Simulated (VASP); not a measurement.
**Hf: single point with PBE**

Hf:

```
Hf
1.0
    -1.85915    1.85915    1.80500
     1.85915   -1.85915    1.80500
     1.85915    1.85915   -1.80500
Hf
1
Cartesian
  0.0000 0.0000 0.0000
```

This cell differs from its parent crystal: equal xx and yy strain of +3 %.

| Property | Result |
| --- | --- |
| Program | VASP 6.6.1 |
| Task | single point |
| Functional | PBE |
| Potentials or basis | VASP PAW PBE potentials, release 64 (Hf_pv) |
| Cutoff | 520 eV |
| k mesh | 14 × 14 × 14 |
| Occupations | fermi-dirac, width 0.05 eV |
| Spin | no spin polarisation |
| Dipole correction | no |
| Further INCAR settings | ALGO = Normal; EDIFF = 1e-06; NBANDS = 11 |

```yaml
Pressure: -9.7 GPa
Band_gap_on_the_k_mesh: zero (bands 5 and 6 overlap by 2.06 eV)
```

Stress tensor (GPa, compression positive):
```
 -9.10   0.00   0.00
  0.00  -9.10   0.00
  0.00   0.00 -10.87
```

Levels at points of the mesh, in eV from the Fermi level:
| k point | band 1 | band 2 | band 3 | band 4 | band 5 | band 6 | band 7 | band 8 | band 9 | band 10 |
| --- | --- | --- | --- | --- | --- | --- | --- | --- | --- | --- |
| (0.00, 0.00, 0.00) | -30.28 | -30.28 | -30.27 | -6.69 | 1.23 | 1.52 | 1.52 | 3.69 | 4.08 | 12.62 |
| (0.50, 0.00, 0.00) | -30.83 | -30.47 | -30.28 | -3.05 | -0.44 | 0.76 | 3.75 | 4.68 | 6.67 | 8.77 |
| (0.50, 0.50, 0.00) | -30.84 | -30.45 | -30.27 | -3.11 | -0.14 | 0.60 | 3.42 | 4.44 | 6.62 | 8.67 |
| (0.50, 0.50, 0.50) | -30.69 | -30.69 | -30.65 | -2.18 | -2.12 | 5.94 | 5.94 | 6.03 | 6.19 | 6.19 |

It took 52 s on 1 thread of Intel Xeon 8259CL, with other jobs on the host, peak memory 0.19 GiB.

Caveat: the cell differs from its parent crystal (equal xx and yy strain of +3 %); the cell stands under tension; spin-orbit coupling is left out, which moves the levels of the heavy elements.
